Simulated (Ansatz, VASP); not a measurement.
## One calculation of Nb, two programs

```
CELL_PARAMETERS angstrom
0.00000 2.07785 2.07785
2.07785 0.00000 2.07785
2.07785 2.07785 0.00000
ATOMIC_POSITIONS crystal
Nb 0.00000 0.00000 0.00000
```

Alike in both runs: task single point; functional BLYP; k mesh 14 × 14 × 14; occupations fermi-dirac, width 0.1 eV; no spin polarisation.

|  | VASP | Ansatz |
| --- | --- | --- |
| version | VASP 6.6.1 | Ansatz 0.2.0 |
| potentials or method | VASP PAW PBE potentials, release 64 (Nb_sv), cutoff 520 eV | plane waves (420 eV) with PAW, scalar-relativistic |
| valence electrons in the cell | 13 | 13 |

|  | VASP | Ansatz | Ansatz less VASP |
| --- | --- | --- | --- |
| pressure (GPa) | 14.3 | 14.4 | +0.05 |

VASP's potentials were made for PBE, not for BLYP. The functional is the same, so the differences come from potentials, cutoffs and numerics.
